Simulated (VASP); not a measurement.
Set up this calculation in VASP 6.6.1, as the native input.

```
Task                   : single point
Functional             : PBE
Potentials or basis    : VASP PAW PBE potentials, release 64 (Mg, Cd, Te)
Cutoff                 : 520 eV
k mesh                 : 6 × 6 × 2
Occupations            : gaussian, width 0.02 eV
Spin                   : no spin polarisation
Dipole correction      : no
Further INCAR settings : ALGO = Normal; EDIFF = 1e-07; NBANDS = 41
```

The structure of Mg5CdTe6 lies in POSCAR:

```
Mg5CdTe6
1.0
    4.6198092374      0.0000000000      0.0000000000
    0.0000000000      4.6198092374      0.0000000000
    0.0000000000      0.0000000000     19.5474588496
Mg Cd Te
5 1 6
Direct
    0.0000000000      0.0000000000      0.8314081049
    0.5000000000      0.5000000000      0.6656837744
    0.0000000000      0.0000000000      0.5000000000
    0.5000000000      0.5000000000      0.3343162256
    0.0000000000      0.0000000000      0.1685918951
    0.5000000000      0.5000000000      0.0000000000
    0.5000000000      0.0000000000      0.5828386218
    0.0000000000      0.5000000000      0.4171613782
    0.5000000000      0.0000000000      0.2514470906
    0.0000000000      0.5000000000      0.0862669618
    0.5000000000      0.0000000000      0.9137330382
    0.0000000000      0.5000000000      0.7485529094
```

The input as run:

INCAR

```
SYSTEM = Mg5CdTe6
PREC = Accurate
ENCUT = 520
EDIFF = 1E-7
ISMEAR = 0
SIGMA = 0.02
LREAL = .False.
LASPH = .True.
NELM = 80
ALGO = Normal
ISIF = 2
LWAVE = .False.
LCHARG = .True.
GGA = PE
LELF = .True.
LVHAR = .True.
NBANDS = 41
```

KPOINTS

```
Automatic mesh
0
Gamma
  6 6 2
  0 0 0
```

Potentials or basis: VASP PAW PBE potentials, release 64 (Mg, Cd, Te).

The run is started by

```sh
$ cat potpaw_PBE.64/Mg/POTCAR potpaw_PBE.64/Cd/POTCAR potpaw_PBE.64/Te/POTCAR > POTCAR
$ mpirun -np 1 vasp_std > vasp.out
```

Results of the run:

```json
{
 "Pressure": "0.0 GPa",
 "Largest force": "0.019 eV/Å",
 "Band gap on the k mesh": "1.89 eV, direct"
}
```

Caveat: spin-orbit coupling is left out, which moves the levels of the heavy elements.

It took 7.4 min on 1 thread of Intel(R) Xeon(R) Platinum 8259CL CPU @ 2.50GHz (Skylake/Cascade Lake), on a shared host, peak memory 0.64 GiB.
